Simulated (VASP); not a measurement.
# TaNbO (Pmmn) in VASP: further runs

The runs below take TaNbO through single point, with PBE.

Program: VASP 6.6.1. These are calculated values, not measurements. Logs are shortened: lines on timing, memory, paths and dates and some standing lists are left out, and cuts for length are marked.

## 1. The cell of the first run

The structure is orthorhombic, space group Pmmn (No. 59). Conventional cell: a = 2.953 Å, b = 3.530 Å, c = 7.640 Å, α = 90.00°, β = 90.00°, γ = 90.00°. Ta (site symmetry mm2) has 4 O at 1.81 to 1.84 Å and 2 Nb at 2.23 Å within 2.4 Å. Nb (site symmetry mm2) has 2 Ta at 2.23 Å and 1 O at 2.71 Å and 2 Nb at 2.95 Å within 3.0 Å. O (site symmetry mm2) has 4 Ta at 1.81 to 1.84 Å and 4 O at 2.36 Å within 2.4 Å.

The cell was generated, and may not be a known phase.

## 2. Single point, PBE

The input, INCAR:

```
  ALGO = Normal
  EDIFF = 1E-6
  ENCUT = 700
  GGA = PE
  GGA_COMPAT = False
  ISIF = 2
  ISMEAR = 0
  LASPH = True
  LCHARG = False
  LREAL = False
  LWAVE = False
  NBANDS = 41
  NELM = 120
  PREC = Accurate
  SIGMA = 0.1
```

The input, KPOINTS:

```
k-points
0
Gamma
  6 6 2
```

The input, POSCAR:

```
TaNbO
1.0
    2.9534617700      0.0000000000      0.0000000000
    0.0000000000      3.5300811100      0.0000000000
    0.0000000000      0.0000000000      7.6395230500
Ta Nb O
2 2 2
Direct
    0.5000000000      0.5000000000      0.1020000000
    0.0000000000      0.0000000000      0.8980000000
    0.0000000000      0.5000000000      0.3199999900
    0.5000000000      0.0000000000      0.6800000100
    0.0000000000      0.5000000000      0.9649999700
    0.5000000000      0.0000000000      0.0350000300
```

Potentials or basis: VASP PAW PBE potentials, release 64 (Ta_sv_GW, Nb_sv, O).

Run with:

```
$ cat potpaw_PBE.64/Ta_sv_GW/POTCAR potpaw_PBE.64/Nb_sv/POTCAR potpaw_PBE.64/O/POTCAR > POTCAR
$ mpirun -np 1 vasp_std > vasp.out
```

OUTCAR:

```text
EDIFF = 1E-6
   ENCUT = 700
   GGA = PE
   ISIF = 2
   ISMEAR = 0
   LASPH = True
   LREAL = False
   NELM = 120
   PREC = Accurate

 ion  position               nearest neighbor table
   1  0.500  0.500  0.102-   5 1.81   5 1.81   6 1.84   6 1.84   3 2.23   3 2.23   2 2.78   2 2.78
                             2 2.78   2 2.78
   2  0.000  0.000  0.898-   6 1.81   6 1.81   5 1.84   5 1.84   4 2.23   4 2.23   1 2.78   1 2.78
                             1 2.78   1 2.78
   3  0.000  0.500  0.320-   1 2.23   1 2.23
   4  0.500  0.000  0.680-   2 2.23   2 2.23
   5  0.000  0.500  0.965-   1 1.81   1 1.81   2 1.84   2 1.84
   6  0.500  0.000  0.035-   2 1.81   2 1.81   1 1.84   1 1.84

  LATTYP: Found a simple orthorhombic cell.
 ALAT       =     2.9534617700
 B/A-ratio  =     1.1952350783
 C/A-ratio  =     2.5866334644

  Lattice vectors:

 A1 = (   2.9534617700,   0.0000000000,   0.0000000000)
 A2 = (   0.0000000000,   3.5300811100,   0.0000000000)
 A3 = (   0.0000000000,   0.0000000000,   7.6395230500)

Analysis of symmetry for initial positions (statically):
=====================================================================
 Subroutine PRICEL returns:
 Original cell was already a primitive cell.

 Routine SETGRP: Setting up the symmetry group for a
 simple orthorhombic supercell.

 Subroutine GETGRP returns: Found  8 space group operations
 (whereof  4 operations were pure point group operations)
 out of a pool of  8 trial point group operations.

The static configuration has the point symmetry C_2v.
 The point group associated with its full space group is D_2h.

Analysis of symmetry for dynamics (positions and initial velocities):
=====================================================================
 Subroutine PRICEL returns:
 Original cell was already a primitive cell.

 Routine SETGRP: Setting up the symmetry group for a
 simple orthorhombic supercell.

 Subroutine GETGRP returns: Found  8 space group operations
 (whereof  4 operations were pure point group operations)
 out of a pool of  8 trial point group operations.

The dynamic configuration has the point symmetry C_2v.
 The point group associated with its full space group is D_2h.

 Subroutine INISYM returns: Found  8 space group operations
 (whereof  4 operations are pure point group operations),
 and found     1 'primitive' translations

----------------------------------------------------------------------------------------

                                     Primitive cell

  volume of cell :      79.6494

  direct lattice vectors                    reciprocal lattice vectors
     2.953461770  0.000000000  0.000000000     0.338585727  0.000000000  0.000000000
     0.000000000  3.530081110  0.000000000     0.000000000  0.283279610  0.000000000
     0.000000000  0.000000000  7.639523050     0.000000000  0.000000000  0.130898224

  length of vectors
     2.953461770  3.530081110  7.639523050     0.338585727  0.283279610  0.130898224

  position of ions in fractional coordinates (direct lattice)
     0.500000000  0.500000000  0.102000000
     0.000000000  0.000000000  0.898000000
     0.000000000  0.500000000  0.319999990
     0.500000000  0.000000000  0.680000010
     0.000000000  0.500000000  0.964999970
     0.500000000  0.000000000  0.035000030

  ion indices of the primitive-cell ions
   primitive index   ion index
                 1           1
                 2           2
                 3           3
                 4           4
                 5           5
                 6           6

----------------------------------------------------------------------------------------

 KPOINTS: k-points

Automatic generation of k-mesh.
 Grid dimensions read from file:
 generate k-points for:    6    6    2

 Generating k-lattice:

  Cartesian coordinates                     Fractional coordinates (reciprocal lattice)
     0.056430954  0.000000000  0.000000000     0.166666667  0.000000000  0.000000000
     0.000000000  0.047213268  0.000000000     0.000000000  0.166666667  0.000000000
     0.000000000  0.000000000  0.065449112     0.000000000  0.000000000  0.500000000

  Length of vectors
     0.056430954  0.047213268  0.065449112

  Shift w.r.t. Gamma in fractional coordinates (k-lattice)
     0.000000000  0.000000000  0.000000000

 Subroutine IBZKPT returns following result:
 ===========================================

 Found     32 irreducible k-points:

 Following reciprocal coordinates:
            Coordinates               Weight
  0.000000  0.000000  0.000000      1.000000
  0.166667  0.000000  0.000000      2.000000
  0.333333  0.000000  0.000000      2.000000
  0.500000  0.000000  0.000000      1.000000
  0.000000  0.166667  0.000000      2.000000
  0.166667  0.166667  0.000000      4.000000
[... 16 lines left out ...]
  0.333333  0.166667  0.500000      4.000000
  0.500000  0.166667  0.500000      2.000000
 [... further k-points ...]
[... 41 lines left out ...]
  Thomas-Fermi vector in A             =   2.630617
   LORBIT       =      0    0 simple, 1 ext, 2 COOP (PROOUT), +10 PAW based schemes
   GGA     = PE    functional components
   LHFCALC =     F    Hartree Fock is set to
   AEXX    =    0.0000 exact exchange contribution
   IVDW    =     0    specifies the selected vdW correction
   LEPSILON=     F    determine dielectric tensor
   LRPA    =     F    only Hartree local field effects (RPA)
 non-spin polarized calculation
 Gauss-broadening in eV      SIGMA  =   0.10
  energy-cutoff  :      700.00
  volume of cell :       79.65
 maximum number of plane-waves:      3380
 NGX is ok and might be reduce to    28

 number of electron      64.0000008 magnetization

 Free energy of the ion-electron system (eV)
  ---------------------------------------------------
  ext. energy  EPLUGINS =         0.00000000
  ---------------------------------------------------
  free energy    TOTEN  =       -45.11903584 eV

  energy without entropy =      -45.09582749  energy(sigma->0) =      -45.10743166

 E-fermi :  11.6570     XC(G=0): -12.6123

 val. band max:       11.6257277972   @ k =   0.3333   0.1667   0.5000
 cond. band min:      11.6592043115   @ k =   0.3333   0.3333   0.5000
 fundamental gap:      0.0334765143
 Fermi energy:        11.6569951852

 k-point     1 :       0.0000    0.0000    0.0000
  band No.  band energies     occupation
      1     -56.6554      2.00000
      2     -56.4378      2.00000
      3     -42.7116      2.00000
      4     -42.6999      2.00000
      5     -24.8266      2.00000
      6     -24.3699      2.00000
[... 33 lines left out ...]
     40      15.9913      0.00000
     41      16.3741      0.00000

 k-point     2 :       0.1667    0.0000    0.0000
  band No.  band energies     occupation
      1     -56.6247      2.00000
      2     -56.4356      2.00000
      3     -42.6973      2.00000
      4     -42.6880      2.00000
      5     -24.9522      2.00000
      6     -24.4849      2.00000
[... 33 lines left out ...]
     40      16.2830      0.00000
     41      16.7206      0.00000

 k-point     3 :       0.3333    0.0000    0.0000
  band No.  band energies     occupation
      1     -56.5518      2.00000
      2     -56.4420      2.00000
      3     -42.6688      2.00000
      4     -42.6646      2.00000
      5     -25.2942      2.00000
      6     -25.1172      2.00000
[... 33 lines left out ...]
     40      16.1959      0.00000
     41      16.4672      0.00000

 k-point     4 :       0.5000    0.0000    0.0000
  band No.  band energies     occupation
      1     -56.4802      2.00000
      2     -56.4802      2.00000
      3     -42.6538      2.00000
      4     -42.6538      2.00000
      5     -25.4399      2.00000
      6     -25.4399      2.00000
[... 825 lines left out ...]
     40      16.2658      0.00000
     41      16.6157      0.00000

 k-point    23 :       0.3333    0.1667    0.5000
  band No.  band energies     occupation
      1     -56.5429      2.00000
      2     -56.4477      2.00000
      3     -42.6676      2.00000
      4     -42.6621      2.00000
      5     -25.3414      2.00000
      6     -25.1752      2.00000
[... 33 lines left out ...]
     40      16.0105      0.00000
     41      16.7778      0.00000

 k-point    24 :       0.5000    0.1667    0.5000
  band No.  band energies     occupation
      1     -56.4786      2.00000
      2     -56.4786      2.00000
      3     -42.6520      2.00000
      4     -42.6520      2.00000
      5     -25.4831      2.00000
      6     -25.4831      2.00000
[... 33 lines left out ...]
     40      16.1444      0.00000
     41      16.7942      0.00000

 [... further k-points ...]

------------------------ aborting loop because EDIFF is reached ----------------------------------------

  FORCE on cell =-STRESS in cart. coord.  units (eV):
  Direction    XX          YY          ZZ          XY          YZ          ZX
  --------------------------------------------------------------------------------------
  -------------------------------------------------------------------------------------
  Total       66.7149448     58.2387112     64.4651384      0.0000000      0.0000000      0.0000000
  in kB     1341.9966440   1171.4939629   1296.7409284      0.0000000      0.0000000      0.0000000
  external PRESSURE =    1270.0771785 kB  Pullay stress =       0.0000000 kB

 VOLUME and BASIS-vectors are now :
 -----------------------------------------------------------------------------
  energy-cutoff  :      700.00
  volume of cell :       79.65
      direct lattice vectors                 reciprocal lattice vectors
     2.953461770  0.000000000  0.000000000     0.338585727  0.000000000  0.000000000
     0.000000000  3.530081110  0.000000000     0.000000000  0.283279610  0.000000000
     0.000000000  0.000000000  7.639523050     0.000000000  0.000000000  0.130898224

 POSITION                                       TOTAL-FORCE (eV/Angst)
 -----------------------------------------------------------------------------------
      1.47673      1.76504      0.77923         0.000000      0.000000      8.498559
      0.00000      0.00000      6.86029         0.000000      0.000000     -8.498559
      0.00000      1.76504      2.44465         0.000000      0.000000     12.384028
      1.47673      0.00000      5.19488         0.000000      0.000000    -12.384028
      0.00000      1.76504      7.37214         0.000000      0.000000     -4.882859
      1.47673      0.00000      0.26738         0.000000      0.000000      4.882859
 -----------------------------------------------------------------------------------
    total drift:                                0.000000      0.000000      0.000000

  FREE ENERGIE OF THE ION-ELECTRON SYSTEM (eV)
  ---------------------------------------------------
  free  energy   TOTEN  =       -45.1190358386 eV

  energy  without entropy=      -45.0958274894  energy(sigma->0) =      -45.10743166
```

Wall time 2.9 min (1 thread of Intel Xeon Platinum 8375C at 2.90GHz (Ice Lake), shared host); peak memory 0.33 GiB.

What came out:

| Quantity | Value |
| --- | --- |
| Free energy | -45.1190 eV |
| Pressure | 127.0 GPa |
| Largest force | 12.384 eV/Å |
| Band gap on the k mesh | zero (bands 32 and 33 overlap by 0.74 eV) |

Forces in eV/Å, atoms in the order of the input:
```
Ta    0.000   0.000   8.499
Ta    0.000   0.000  -8.499
Nb    0.000   0.000  12.384
Nb    0.000   0.000 -12.384
O     0.000   0.000  -4.883
O     0.000   0.000   4.883
```

Caveat: the k points lie up to 0.41 Å⁻¹ apart, too coarse for converged energies and pressures of a metal; spin-orbit coupling is left out, which moves the levels of the heavy elements; forces of over 1 eV/Å act on the atoms, so gaps and moduli don't describe the material at rest.

## 3. Single point, PBE

This run uses another cell than the first one: it holds 12 atoms, not 6.

The input, INCAR:

```
SYSTEM = TaNbO
ALGO = Normal ; EDIFF = 1E-6
ENCUT = 700 ; GGA = PE
GGA_COMPAT = .FALSE. ; ISIF = 2
ISMEAR = 0 ; LASPH = .TRUE.
LCHARG = .TRUE. ; LELF = .TRUE.
LREAL = .FALSE. ; LVHAR = .TRUE.
LWAVE = .FALSE. ; NBANDS = 76
NELM = 120 ; PREC = Accurate
SIGMA = 0.2
```

The input, KPOINTS:

```
k-points
0
G
  6 4 2
  0 0 0
```

The input, POSCAR:

```
TaNbO
1.0
    0.0000000000     -3.4829728348      0.0000000000
   -6.6539378298      0.0000000000      0.0000000000
    0.0000000000      0.0000000000     -9.7096058727
Ta Nb O
4 4 4
Direct
    0.0000000000      1.0000000000      0.7806020254
    0.0000000000      0.5000000000      0.7806020254
    0.5000000000      0.7500000000      0.2193979746
    0.5000000000      0.2500000000      0.2193979746
    0.5000000000      1.0000000000      0.5601844670
    0.5000000000      0.5000000000      0.5601844670
    0.0000000000      0.7500000000      0.4398155330
    0.0000000000      0.2500000000      0.4398155330
    0.5000000000      0.5000000000      0.1207598290
    0.5000000000      0.0000000000      0.1207598290
    0.0000000000      0.7500000000      0.8792401710
    0.0000000000      0.2500000000      0.8792401710
```

Potentials or basis: VASP PAW PBE potentials, release 64 (Ta_sv_GW, Nb_sv, O).

Run with:

```
$ cat potpaw_PBE.64/Ta_sv_GW/POTCAR potpaw_PBE.64/Nb_sv/POTCAR potpaw_PBE.64/O/POTCAR > POTCAR
$ mpirun -np 1 vasp_std > vasp.out
```

Run time: 15 min. Hardware: 1 thread of Intel Xeon 6975P-C (Granite Rapids), shared host; peak memory 0.7 GiB.

It converged, with:

```
Free energy            : -127.4640 eV
Pressure               : 0.1 GPa
Largest force          : 0.094 eV/Å
Band gap on the k mesh : zero (bands 64 and 65 overlap by 0.57 eV)
```

Forces on the atoms (eV/Å):
```
Ta   0.000  0.000  0.094
Ta   0.000  0.000  0.094
Ta   0.000  0.000 -0.094
Ta   0.000  0.000 -0.094
Nb   0.000  0.000 -0.037
Nb   0.000  0.000 -0.037
Nb   0.000  0.000  0.037
Nb   0.000  0.000  0.037
O    0.000  0.000  0.059
O    0.000  0.000  0.059
O    0.000  0.000 -0.059
O    0.000  0.000 -0.059
```

Stress tensor (GPa, compression positive):
```
 0.58  0.00  0.00
 0.00 -0.18  0.00
 0.00  0.00 -0.22
```

Levels at points of the mesh, in eV from the Fermi level:
| k point | band 62 | band 63 | band 64 | band 65 | band 66 | band 67 |
| --- | --- | --- | --- | --- | --- | --- |
| (0.00, 0.00, 0.00) | -0.37 | -0.35 | -0.30 | 0.95 | 0.98 | 0.98 |
| (0.50, 0.00, 0.00) | -0.54 | -0.48 | -0.48 | 0.89 | 0.89 | 0.98 |
| (0.00, 0.50, 0.00) | -0.73 | -0.56 | -0.56 | 0.80 | 0.80 | 1.20 |
| (0.50, 0.50, 0.00) | -0.46 | -0.46 | -0.46 | 0.56 | 0.56 | 0.56 |
| (0.00, 0.00, 0.50) | -0.39 | -0.35 | -0.29 | 0.88 | 1.03 | 1.03 |
| (0.50, 0.00, 0.50) | -0.59 | -0.41 | -0.41 | 0.85 | 0.85 | 0.91 |
| (0.00, 0.50, 0.50) | -0.74 | -0.72 | -0.72 | 0.81 | 0.81 | 1.28 |
| (0.50, 0.50, 0.50) | -0.43 | -0.43 | -0.43 | 0.51 | 0.51 | 0.51 |

Caveat: spin-orbit coupling is left out, which moves the levels of the heavy elements.

## 4. Single point, PBE, collinear spin

This run uses another cell than the first one, of 18.38 Å³/atom.

The input, INCAR:

```
  ALGO = Normal
  EDIFF = 1E-6
  ENCUT = 600
  GGA = PE
  GGA_COMPAT = False
  ISIF = 2
  ISMEAR = 0
  ISPIN = 2
  LASPH = True
  LCHARG = True
  LELF = True
  LMAXMIX = 4
  LORBIT = 11
  LREAL = False
  LVHAR = True
  LWAVE = False
  MAGMOM = 1 1 0 0 0 0
  NBANDS = 43
  NELM = 200
  PREC = Accurate
  SIGMA = 0.1
```

The input, KPOINTS:

```
k-points
0
Gamma
  6 6 2
```

The input, POSCAR:

```
TaNbO
1.0
    3.3543017988      0.0000000000      0.0000000000
    0.0000000000      3.4836300718      0.0000000000
    0.0000000000      0.0000000000      9.4384739405
Ta Nb O
2 2 2
Direct
    0.0000000000      0.0000000000      0.2128070238
    0.5000000000      0.5000000000      0.7871929762
    0.0000000000      0.5000000000      0.4396035763
    0.5000000000      0.0000000000      0.5603964237
    0.0000000000      0.5000000000      0.8867059069
    0.5000000000      0.0000000000      0.1132940931
```

Potentials or basis: VASP PAW PBE potentials, release 64 (Ta_pv, Nb_sv, O).

Run with:

```
$ cat potpaw_PBE.64/Ta_pv/POTCAR potpaw_PBE.64/Nb_sv/POTCAR potpaw_PBE.64/O/POTCAR > POTCAR
$ mpirun -np 1 vasp_std > vasp.out
```

It took 11 min on 1 thread of Intel Xeon 8259CL, shared host; peak memory 0.47 GiB.

Results (log left out):

* Free energy: -58.6569 eV
* Pressure: 0.3 GPa
* Largest force: 0.116 eV/Å
* Band gap on the k mesh: zero (filled and empty bands overlap)
* Net moment: 0.00 μB per cell
* Valence electrons inside the program's atomic spheres: Ta 8.81; Nb 10.87; O 5.05

Forces in eV/Å, atoms in the order of the input:
```
Ta   0.000  0.000  0.116
Ta   0.000  0.000 -0.116
Nb   0.000  0.000 -0.019
Nb   0.000  0.000  0.019
O    0.000  0.000  0.084
O    0.000  0.000 -0.084
```

Stress tensor (GPa, compression positive):
```
0.70 0.00 0.00
0.00 0.07 0.00
0.00 0.00 0.20
```

Levels at points of the mesh, in eV from the Fermi level:
Spin up:
```
           k point  band 27  band 28  band 29  band 30  band 31  band 32  band 33  band 34
(0.00, 0.00, 0.00)    -2.32    -0.49    -0.38    -0.34     0.98     1.33     1.37     1.90
(0.50, 0.00, 0.00)    -1.58    -1.58    -1.52    -1.52     0.95     0.95     1.63     1.63
(0.00, 0.50, 0.00)    -0.92    -0.92    -0.65    -0.65     0.81     0.81     2.42     2.42
(0.50, 0.50, 0.00)    -0.50    -0.50    -0.43    -0.43     0.99     0.99     1.66     1.66
(0.00, 0.00, 0.50)    -2.36    -0.49    -0.37    -0.35     0.88     1.34     1.35     1.88
(0.50, 0.00, 0.50)    -1.72    -1.72    -1.54    -1.54     1.03     1.03     1.54     1.54
(0.00, 0.50, 0.50)    -0.92    -0.92    -0.67    -0.67     0.83     0.83     2.51     2.51
(0.50, 0.50, 0.50)    -0.52    -0.52    -0.40    -0.40     0.81     0.81     1.76     1.76
```
Spin down:
```
           k point  band 28  band 29  band 30  band 31  band 32  band 33
(0.00, 0.00, 0.00)    -0.49    -0.38    -0.34     0.98     1.33     1.37
(0.50, 0.00, 0.00)    -1.58    -1.52    -1.52     0.95     0.95     1.63
(0.00, 0.50, 0.00)    -0.92    -0.65    -0.65     0.81     0.81     2.42
(0.50, 0.50, 0.00)    -0.50    -0.43    -0.43     0.99     0.99     1.66
(0.00, 0.00, 0.50)    -0.49    -0.37    -0.35     0.88     1.34     1.35
(0.50, 0.00, 0.50)    -1.72    -1.54    -1.54     1.03     1.03     1.54
(0.00, 0.50, 0.50)    -0.92    -0.67    -0.67     0.83     0.83     2.51
(0.50, 0.50, 0.50)    -0.52    -0.40    -0.40     0.81     0.81     1.76
```

Caveat: spin-orbit coupling is left out, which moves the levels of the heavy elements.

## 5. Summary

| potentials or basis | spin | cell | k mesh | cutoff (eV) | smearing | gap on the mesh (eV) | pressure (GPa) | largest force (eV/Å) |
| --- | --- | --- | --- | --- | --- | --- | --- | --- |
| VASP PAW PBE potentials, release 64 (Ta_sv_GW, Nb_sv, O) | off | a = 2.953, b = 3.530, c = 7.640 Å, 6 atoms, atomic positions A | 6 × 6 × 2 | 700 | gaussian 0.1 eV | none | 127.0 | 12.38 |
| VASP PAW PBE potentials, release 64 (Ta_sv_GW, Nb_sv, O) | off | a = 3.483, b = 6.654, c = 9.710 Å, 12 atoms, atomic positions B | 6 × 4 × 2 | 700 | gaussian 0.2 eV | none | 0.1 | 0.09 |
| VASP PAW PBE potentials, release 64 (Ta_pv, Nb_sv, O) | collinear | a = 3.354, b = 3.484, c = 9.438 Å, 6 atoms, atomic positions C | 6 × 6 × 2 | 600 | gaussian 0.1 eV | none | 0.3 | 0.12 |

Alike in all rows: task single point; level PBE.

Caveats: some runs use coarse meshes; spin-orbit coupling is left out, which moves the levels of the heavy elements; forces of over 1 eV/Å act on the atoms, so gaps and moduli don't describe the material at rest (at least some runs).

Absolute energies hang on the potentials; compare differences alone.

The gap in the log of VASP goes by the Fermi energy; the results here count the filled bands.